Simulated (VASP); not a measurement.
A run of VASP 6.6.1 is set up as follows.

The input INCAR:

```
SYSTEM = TiGeSb
PREC = Accurate ; ENCUT = 520
EDIFF = 1E-7 ; ISMEAR = -1
SIGMA = 0.05 ; LREAL = .False.
LASPH = .True. ; NELM = 60
ALGO = Normal ; ISIF = 2
LWAVE = .False. ; LCHARG = .False.
NBANDS = 40
```

KPOINTS

```
Automatic mesh
0
Gamma
  6 6 3
  0 0 0
```

POSCAR

```
TiGeSb
1.0
    3.7022000000      0.0000000000      0.0000000000
    0.0000000000      3.7022000000      0.0000000000
    0.0000000000      0.0000000000      8.2137000000
Ti Ge Sb
2 2 2
Direct
    0.5000000000      0.0000000000      0.2487500000
    0.0000000000      0.5000000000      0.7512500000
    0.0000000000      0.0000000000      0.0000000000
    0.5000000000      0.5000000000      0.0000000000
    0.5000000000      0.0000000000      0.6155600000
    0.0000000000      0.5000000000      0.3844400000
```

Potentials or basis: VASP PAW LDA potentials, release 64 (Ti_sv, Ge_d, Sb).

The run is started by

```console
$ cat potpaw_LDA.64/Ti_sv/POTCAR potpaw_LDA.64/Ge_d/POTCAR potpaw_LDA.64/Sb/POTCAR > POTCAR
$ mpirun -np 1 vasp_std > vasp.out
```

(1) Estimate the band gap on the k mesh.

(2) Estimate the largest force.

(3) Predict the pressure.

Answers

(1) zero (band 31 reaches 9.60 eV, above the bottom of band 32 at 7.31 eV).

(2) 0.136 eV/Å.

(3) -5.1 GPa.

Caveat: spin-orbit coupling is left out, which moves the levels of the heavy elements.
